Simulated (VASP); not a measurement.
Write the native input for VASP 6.6.1 that does the following.

* Task: single point
* Functional: PBEsol
* Potentials or basis: VASP PAW PBE potentials, release 64 (Ag)
* Cutoff: 520 eV
* k mesh: 12 × 12 × 1
* Occupations: gaussian, width 0.1 eV
* Spin: no spin polarisation
* Dipole correction: yes
* Further INCAR settings: ALGO = Normal; EDIFF = 1e-07; NBANDS = 42

The structure of Ag lies in POSCAR:

```
Ag
1.0
    2.8669017010      0.0000000000      0.0000000000
   -1.4334508505      2.4828097032      0.0000000000
    0.0000000000      0.0000000000     26.7040771835
Ag
6
Direct
    0.6666666667      0.3333333333      0.2830085131
    0.3333333333      0.6666666667      0.3697604674
    0.0000000000      0.0000000000      0.4565930595
    0.6666666667      0.3333333333      0.5434069381
    0.3333333333      0.6666666667      0.6302395306
    0.0000000000      0.0000000000      0.7169914913
```

One way to write it, as run:

INCAR

```
ALGO = Normal ; DIPOL = 0.5 0.5 0.500
EDIFF = 1E-7 ; ENCUT = 520
GGA = PS ; IDIPOL = 3
ISIF = 2 ; ISMEAR = 0
LASPH = T ; LCHARG = F
LDIPOL = T ; LREAL = F
LWAVE = F ; NBANDS = 42
NELM = 80 ; PREC = Accurate
SIGMA = 0.1
```

KPOINTS

```
k-points
0
Gamma
  12 12 1
```

Potentials or basis: VASP PAW PBE potentials, release 64 (Ag).

Run with:

```console
$ cat potpaw_PBE.64/Ag/POTCAR > POTCAR
$ mpirun -np 1 vasp_std > vasp.out
```

Results of the run:

```
Largest force          : 0.006 eV/Å
Band gap on the k mesh : zero (band 33 reaches 5.69 eV, above the bottom of band 34 at -0.58 eV)
```

Caveat: the PAW data sets were made with another functional, which shifts forces and pressure a little.

Run time: 2.5 min on 1 thread of Intel(R) Xeon(R) Platinum 8488C (Sapphire Rapids), on a shared host, peak memory 0.36 GiB.
